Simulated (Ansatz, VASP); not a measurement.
SrLiH3 in VASP and in Ansatz

INCAR

```
SYSTEM = SrLiH3
ALGO = Normal
EDIFF = 1E-7
ENCUT = 520
GGA = PE
ISIF = 2
ISMEAR = 0
LASPH = .True.
LCHARG = .True.
LELF = .True.
LREAL = .False.
LVHAR = .True.
LWAVE = .False.
NBANDS = 16
NELM = 80
PREC = Accurate
SIGMA = 0.05
```

Contents of KPOINTS:

```
k-points
0
Gamma
  6 6 6
  0 0 0
```

Contents of POSCAR:

```
SrLiH3
1.0
    4.6307910000      0.0000000000      0.0000000000
    0.0000000000      4.6307910000      0.0000000000
    0.0000000000      0.0000000000      4.8623305500
Li Sr H
1 1 3
Direct
    0.0000000000      0.0000000000      0.0000000000
    0.5000000000      0.5000000000      0.5000000000
    0.0000000000      0.5000000000      0.5000000000
    0.5000000000      0.0000000000      0.5000000000
    0.5000000000      0.5000000000      0.0000000000
```

Input for Ansatz:

```yaml
crystal:
  lattice:
    - [4.630791, 0.0, 0.0]
    - [0.0, 4.630791, 0.0]
    - [0.0, 0.0, 4.86233055]
  atoms:
    - { symbol: Li, position: [0.0, 0.0, 0.0] }
    - { symbol: Sr, position: [0.5, 0.5, 0.5] }
    - { symbol: H, position: [0.0, 0.5, 0.5] }
    - { symbol: H, position: [0.5, 0.0, 0.5] }
    - { symbol: H, position: [0.5, 0.5, 0.0] }
basis:
  ecutwfc: 420
kpoints:
  mp_grid: { grid: [6, 6, 6] }
hamiltonian:
  xc: pbe
scf:
  occupations: { method: gaussian, width: 0.05 }
output:
  forces: true
  stress: true
  eigenvalues: true
```

Change from the starting cell: strain +0.000 along x and y, +0.050 along z, atoms carried along.

Alike in both runs: task single point; functional PBE; k mesh 6 × 6 × 6; occupations gaussian, width 0.05 eV; no spin polarisation.

```csv
,VASP,Ansatz
version,VASP 6.6.1,Ansatz 0.2.0
potentials or method,"VASP PAW PBE potentials, release 64 (Li_sv, Sr_sv, H), cutoff 520 eV","scalar-relativistic, plane waves, PAW"
valence electrons in the cell,16,16
```

|  | VASP | Ansatz | Ansatz less VASP |
| --- | --- | --- | --- |
| gap on the k mesh at the Fermi level (eV) | 1.79 | 1.79 | +0.003 |
| least direct gap on the mesh (eV) | 2.19 | 2.19 | 0.000 |

The functional is the same, so the differences come from potentials, cutoffs and numerics.

Noted on VASP's run: the cutoff is short for stress, so the pressure is rough.
